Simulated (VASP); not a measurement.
# Ti (Fd-3m) in VASP: a series of runs

Runs on Ti. Level: PBEsol. Tasks: single point.

All numbers are computed with VASP 6.6.1; they aren't measurements. Logs are shortened: lines on timing, memory, paths and dates and some standing lists are left out, and cuts for length are marked.

## (1) The cell of the first run

The structure is cubic, space group Fd-3m (No. 227). Conventional cell: a = 4.816 Å, b = 4.816 Å, c = 4.816 Å, α = 90.00°, β = 90.00°, γ = 90.00°. Ti (site symmetry -43m) has 4 Ti at 2.09 Å within 2.8 Å.

## (2) Single point, PBEsol

Input file INCAR:

```
PREC = Accurate ; ENCUT = 520
EDIFF = 1E-6 ; ISMEAR = -1
SIGMA = 0.1 ; LREAL = False
LASPH = True ; NELM = 60
ALGO = Normal ; ISIF = 2
LWAVE = False ; LCHARG = True
GGA = PS ; LELF = True
LVHAR = True ; NBANDS = 19
```

Input file KPOINTS:

```
Automatic mesh
0
Gamma
  13 13 13
```

Input file POSCAR:

```
Ti
1.0
    0.0000000000      2.4082060499      2.4082060499
    2.4082060499      0.0000000000      2.4082060499
    2.4082060499      2.4082060499      0.0000000000
Ti
2
Direct
   -0.1250000000     -0.1250000000     -0.1250000000
    0.1250000000      0.1250000000      0.1250000000
```

Potentials or basis: VASP PAW PBE potentials, release 64 (Ti_sv).

Started as:

```console
cat potpaw_PBE.64/Ti_sv/POTCAR > POTCAR
mpirun -np 1 vasp_std > vasp.out
```

OUTCAR:

```text
PREC = Accurate
   ENCUT = 520
   EDIFF = 1E-6
   ISMEAR = -1
   LREAL = False
   LASPH = True
   NELM = 60
   ISIF = 2
   GGA = PS

 ion  position               nearest neighbor table
   1  0.875  0.875  0.875-   2 2.09   2 2.09   2 2.09   2 2.09
   2  0.125  0.125  0.125-   1 2.09   1 2.09   1 2.09   1 2.09

  LATTYP: Found a face centered cubic cell.
 ALAT       =     4.8164120998

  Lattice vectors:

 A1 = (   0.0000000000,   2.4082060499,   2.4082060499)
 A2 = (   2.4082060499,   0.0000000000,   2.4082060499)
 A3 = (   2.4082060499,   2.4082060499,   0.0000000000)

Analysis of symmetry for initial positions (statically):
=====================================================================
 Subroutine PRICEL returns:
 Original cell was already a primitive cell.

 Routine SETGRP: Setting up the symmetry group for a
 face centered cubic supercell.

 Subroutine GETGRP returns: Found 48 space group operations
 (whereof 12 operations were pure point group operations)
 out of a pool of 48 trial point group operations.

The static configuration has the point symmetry D_3d.
 The point group associated with its full space group is O_h .

Analysis of symmetry for dynamics (positions and initial velocities):
=====================================================================
 Subroutine PRICEL returns:
 Original cell was already a primitive cell.

 Routine SETGRP: Setting up the symmetry group for a
 face centered cubic supercell.

 Subroutine GETGRP returns: Found 48 space group operations
 (whereof 12 operations were pure point group operations)
 out of a pool of 48 trial point group operations.

The dynamic configuration has the point symmetry D_3d.
 The point group associated with its full space group is O_h .

 Subroutine INISYM returns: Found 48 space group operations
 (whereof 12 operations are pure point group operations),
 and found     1 'primitive' translations

----------------------------------------------------------------------------------------

                                     Primitive cell

  volume of cell :      27.9326

  direct lattice vectors                    reciprocal lattice vectors
     0.000000000  2.408206050  2.408206050    -0.207623430  0.207623430  0.207623430
     2.408206050  0.000000000  2.408206050     0.207623430 -0.207623430  0.207623430
     2.408206050  2.408206050  0.000000000     0.207623430  0.207623430 -0.207623430

  length of vectors
[... 80 lines left out ...]
   ENCUT  =  520.0 eV  38.22 Ry    6.18 a.u.   6.33  6.33  6.33*2*pi/ulx,y,z
   NELM   =     60;   NELMIN=  2; NELMDL= -5     # of ELM steps
   EDIFF  = 0.1E-05   stopping-criterion for ELM
   LREAL  =      F    real-space projection
   EDIFFG = 0.1E-04   stopping-criterion for IOM
   NSW    =      0    number of steps for IOM
   IBRION =     -1    ionic relax: 0-MD 1-quasi-New 2-CG
   NFREE  =      0    steps in history (QN), initial steepest desc. (CG)
   ISIF   =      2    stress and relaxation
   ISYM   =      2    0-nonsym 1-usesym 2-fastsym
   POTIM  = 0.5000    time-step for ionic-motion
   TEBEG  =    0.0;   TEEND  =   0.0 temperature during run
   PSTRESS=    0.0 pullay stress
   NELECT =      24.0000    total number of electrons
   NUPDOWN=      -1.0000    fix difference up-down
   EMIN   =  10.00;   EMAX   =-10.00  energy-range for DOS
   EFERMI =   0.00;   METHOD = LEGACY
   ISMEAR =    -1;   SIGMA  =   0.10  broadening in eV -4-tet -1-fermi 0-gaus
   EFERMI_NEDOS =   21; number of points for ismear=-14 and -15
   IALGO  =     38    algorithm
   IMIX   =      4    mixing-type and parameters
     AMIX     =   0.40;   BMIX     =  1.00
     AMIX_MAG =   1.60;   BMIX_MAG =  1.00
  volume/ion in A,a.u.               =      13.97        94.25
  Fermi-wavevector in a.u.,A,eV,Ry     =   1.556354  2.941082 32.956528  2.422236
  Thomas-Fermi vector in A             =   2.660162
   LORBIT       =      0    0 simple, 1 ext, 2 COOP (PROOUT), +10 PAW based schemes
   GGA     = PS    functional components
   LHFCALC =     F    Hartree Fock is set to
   AEXX    =    0.0000 exact exchange contribution
   IVDW    =     0    specifies the selected vdW correction
   LEPSILON=     F    determine dielectric tensor
   LRPA    =     F    only Hartree local field effects (RPA)
 non-spin polarized calculation
  energy-cutoff  :      520.00
  volume of cell :       27.93
 maximum number of plane-waves:       769
 NGX is ok and might be reduce to    28
   NGX = 13   NGY = 13   NGZ = 13

 number of electron      24.0000001 magnetization

 Free energy of the ion-electron system (eV)
  ---------------------------------------------------
  ext. energy  EPLUGINS =         0.00000000
  ---------------------------------------------------
  free energy    TOTEN  =       -10.99893487 eV

  energy without entropy =      -10.88740577  energy(sigma->0) =      -10.94317032

 E-fermi :  10.6155     XC(G=0): -12.3958

 val. band max:       10.6087124721   @ k =  -0.3846   0.4615   0.0769
 cond. band min:      10.6158450633   @ k =   0.2308   0.0769   0.0000
 fundamental gap:      0.0071325912
 Fermi energy:        10.6155030285

 k-point     1 :       0.0000    0.0000    0.0000
  band No.  band energies     occupation
      1     -46.4035      2.00000
      2     -44.1224      2.00000
      3     -22.9895      2.00000
      4     -22.9895      2.00000
      5     -22.9895      2.00000
      6     -20.7840      2.00000
[... 505 lines left out ...]
      6     -20.9541      2.00000
[... 11 lines left out ...]
     18      15.8780      0.00000
     19      16.5912      0.00000

 [... further k-points ...]

------------------------ aborting loop because EDIFF is reached ----------------------------------------

  FORCE on cell =-STRESS in cart. coord.  units (eV):
  Direction    XX          YY          ZZ          XY          YZ          ZX
  --------------------------------------------------------------------------------------
  -------------------------------------------------------------------------------------
  Total        5.7094651      5.7094651      5.7094651      0.0000000      0.0000000      0.0000000
  in kB      327.4877648    327.4877648    327.4877648      0.0000000      0.0000000      0.0000000
  external PRESSURE =     327.4877648 kB  Pullay stress =       0.0000000 kB

 VOLUME and BASIS-vectors are now :
 -----------------------------------------------------------------------------
  energy-cutoff  :      520.00
  volume of cell :       27.93
      direct lattice vectors                 reciprocal lattice vectors
     0.000000000  2.408206050  2.408206050    -0.207623430  0.207623430  0.207623430
     2.408206050  0.000000000  2.408206050     0.207623430 -0.207623430  0.207623430
     2.408206050  2.408206050  0.000000000     0.207623430  0.207623430 -0.207623430

 POSITION                                       TOTAL-FORCE (eV/Angst)
 -----------------------------------------------------------------------------------
      4.21436      4.21436      4.21436        -0.000000     -0.000000     -0.000000
      0.60205      0.60205      0.60205         0.000000      0.000000      0.000000
 -----------------------------------------------------------------------------------
    total drift:                                0.000000     -0.000000     -0.000000

  FREE ENERGIE OF THE ION-ELECTRON SYSTEM (eV)
  ---------------------------------------------------
  free  energy   TOTEN  =       -10.9989348699 eV

  energy  without entropy=      -10.8874057748  energy(sigma->0) =      -10.94317032
```

OSZICAR:

```text
N       E                     dE             d eps       ncg     rms          rms(c)
DAV:   1     0.271783391603E+03    0.27178E+03   -0.13122E+04  3216   0.166E+03
DAV:   2     0.141914619598E+02   -0.25759E+03   -0.25252E+03  3243   0.452E+02
DAV:   3    -0.101551708932E+02   -0.24347E+02   -0.23810E+02  6155   0.124E+02
DAV:   4    -0.111243040621E+02   -0.96913E+00   -0.94847E+00  3685   0.239E+01
DAV:   5    -0.111606209986E+02   -0.36317E-01   -0.36280E-01  4361   0.392E+00    0.200E+01
DAV:   6    -0.109603361980E+02    0.20028E+00   -0.90560E-01  4572   0.883E+00    0.987E+00
DAV:   7    -0.109805881563E+02   -0.20252E-01   -0.13221E-01  4782   0.193E+00    0.319E+00
DAV:   8    -0.109979007422E+02   -0.17313E-01   -0.34232E-02  4445   0.928E-01    0.559E-01
DAV:   9    -0.109988678109E+02   -0.96707E-03   -0.47749E-03  3477   0.604E-01    0.104E-01
DAV:  10    -0.109989329418E+02   -0.65131E-04   -0.39728E-04  3561   0.193E-01    0.218E-02
DAV:  11    -0.109989350510E+02   -0.21092E-05   -0.28076E-05  4976   0.399E-02    0.913E-03
DAV:  12    -0.109989348699E+02    0.18109E-06   -0.11162E-06  2462   0.907E-03
   1 F= -.10998935E+02 E0= -.10943170E+02  d E =-.111529E+00
```

Wall time 1.8 min (1 thread of AMD EPYC 7R13, shared host); peak memory 0.15 GiB.

What came out:

| Quantity | Value |
| --- | --- |
| Free energy | -10.9989 eV |
| Pressure | 32.7 GPa |
| Band gap on the k mesh | zero (band 12 reaches 11.49 eV, above the bottom of band 13 at 10.01 eV) |

Levels at points of the mesh, in eV from the Fermi level:
```tsv
k point	band 8	band 9	band 10	band 11	band 12	band 13	band 14	band 15	band 16	band 17
(0.00, 0.00, 0.00)	-31.40	-5.86	-1.93	-1.93	-0.29	-0.29	-0.29	2.71	2.71	2.71
```

Caveat: the PAW data sets were made with another functional, which shifts forces and pressure a little.

## (3) Single point, PBEsol

Input file INCAR:

```
PREC = Accurate ; ENCUT = 520
EDIFF = 1E-6 ; ISMEAR = -1
SIGMA = 0.1 ; LREAL = F
LASPH = T ; NELM = 80
ALGO = Normal ; ISIF = 2
LWAVE = F ; LCHARG = T
GGA = PS ; LELF = T
LVHAR = T ; NBANDS = 19
```

Input file KPOINTS:

```
regular mesh
0
Gamma
  13 13 13
```

Input file POSCAR:

```
Ti
1.0
    0.0000000000      2.4084477847      2.4084477847
    2.4084477847      0.0000000000      2.4084477847
    2.4084477847      2.4084477847      0.0000000000
Ti
2
Direct
   -0.1250000000     -0.1250000000     -0.1250000000
    0.1250000000      0.1250000000      0.1250000000
```

Potentials or basis: VASP PAW PBE potentials, release 64 (Ti_sv).

Started as:

```console
cat potpaw_PBE.64/Ti_sv/POTCAR > POTCAR
mpirun -np 1 vasp_std > vasp.out
```

OUTCAR:

```text
PREC = Accurate
   ENCUT = 520
   EDIFF = 1E-6
   ISMEAR = -1
   LREAL = F
   LASPH = T
   NELM = 80
   ISIF = 2
   GGA = PS

 ion  position               nearest neighbor table
   1  0.875  0.875  0.875-   2 2.09   2 2.09   2 2.09   2 2.09
   2  0.125  0.125  0.125-   1 2.09   1 2.09   1 2.09   1 2.09

  LATTYP: Found a face centered cubic cell.
 ALAT       =     4.8168955694

  Lattice vectors:

[... 713 lines left out ...]
     19      16.5856      0.00000

 [... further k-points ...]

------------------------ aborting loop because EDIFF is reached ----------------------------------------

  FORCE on cell =-STRESS in cart. coord.  units (eV):
  Direction    XX          YY          ZZ          XY          YZ          ZX
  --------------------------------------------------------------------------------------
  -------------------------------------------------------------------------------------
  Total        5.7022564      5.7022564      5.7022564     -0.0000000      0.0000000      0.0000000
  in kB      326.9758113    326.9758113    326.9758113     -0.0000000      0.0000000      0.0000000
  external PRESSURE =     326.9758113 kB  Pullay stress =       0.0000000 kB

 VOLUME and BASIS-vectors are now :
 -----------------------------------------------------------------------------
  energy-cutoff  :      520.00
  volume of cell :       27.94
      direct lattice vectors                 reciprocal lattice vectors
     0.000000000  2.408447785  2.408447785    -0.207602591  0.207602591  0.207602591
     2.408447785  0.000000000  2.408447785     0.207602591 -0.207602591  0.207602591
     2.408447785  2.408447785  0.000000000     0.207602591  0.207602591 -0.207602591

 POSITION                                       TOTAL-FORCE (eV/Angst)
 -----------------------------------------------------------------------------------
      4.21478      4.21478      4.21478        -0.000000      0.000000     -0.000000
      0.60211      0.60211      0.60211         0.000000     -0.000000      0.000000
 -----------------------------------------------------------------------------------
    total drift:                                0.000000     -0.000000     -0.000000

  FREE ENERGIE OF THE ION-ELECTRON SYSTEM (eV)
  ---------------------------------------------------
  free  energy   TOTEN  =       -11.0006606708 eV

  energy  without entropy=      -10.8890789961  energy(sigma->0) =      -10.94486983
```

OSZICAR:

```text
N       E                     dE             d eps       ncg     rms          rms(c)
DAV:   1     0.270088460142E+03    0.27009E+03   -0.13000E+04  3192   0.166E+03
DAV:   2     0.143482858580E+02   -0.25574E+03   -0.25075E+03  3255   0.451E+02
DAV:   3    -0.100836666797E+02   -0.24432E+02   -0.23795E+02  6043   0.125E+02
DAV:   4    -0.111231194702E+02   -0.10395E+01   -0.10179E+01  3645   0.248E+01
DAV:   5    -0.111624631742E+02   -0.39344E-01   -0.39313E-01  4432   0.403E+00    0.199E+01
DAV:   6    -0.109620636012E+02    0.20040E+00   -0.91031E-01  4607   0.884E+00    0.986E+00
DAV:   7    -0.109822796562E+02   -0.20216E-01   -0.12991E-01  4753   0.192E+00    0.319E+00
DAV:   8    -0.109996251827E+02   -0.17346E-01   -0.34167E-02  4441   0.919E-01    0.560E-01
DAV:   9    -0.110005961781E+02   -0.97100E-03   -0.47962E-03  3488   0.599E-01    0.102E-01
DAV:  10    -0.110006591244E+02   -0.62946E-04   -0.37708E-04  3569   0.188E-01    0.217E-02
DAV:  11    -0.110006607824E+02   -0.16580E-05   -0.25488E-05  4906   0.389E-02    0.952E-03
DAV:  12    -0.110006606708E+02    0.11159E-06   -0.12001E-06  2470   0.959E-03
   1 F= -.11000661E+02 E0= -.10944870E+02  d E =-.111582E+00
```

stdout:

```text
POSCAR found type information on POSCAR Ti
 POSCAR found :  1 types and       2 ions
 scaLAPACK will be used
 -----------------------------------------------------------------------------
|                                                                             |
|                                                                             |
|     You enforced a specific xc type in the INCAR file but a different       |
|     I HOPE YOU KNOW WHAT YOU ARE DOING!                                     |
|                                                                             |
 -----------------------------------------------------------------------------

 LDA part: xc-table for (Slater+PW92), standard interpolation
 POSCAR, INCAR and KPOINTS ok, starting setup
 FFT: planning ... GRIDC
 FFT: planning ... GRID_SOFT
 FFT: planning ... GRID
 WAVECAR not read
 entering main loop
```

Wall time 1.7 min (1 thread of AMD EPYC 7R13, shared host); peak memory 0.15 GiB.

What came out:

```
Free energy            : -11.0007 eV
Pressure               : 32.7 GPa
Band gap on the k mesh : zero (band 12 reaches 11.49 eV, above the bottom of band 13 at 10.00 eV)
```

Caveat: the PAW data sets were made with another functional, which shifts forces and pressure a little.
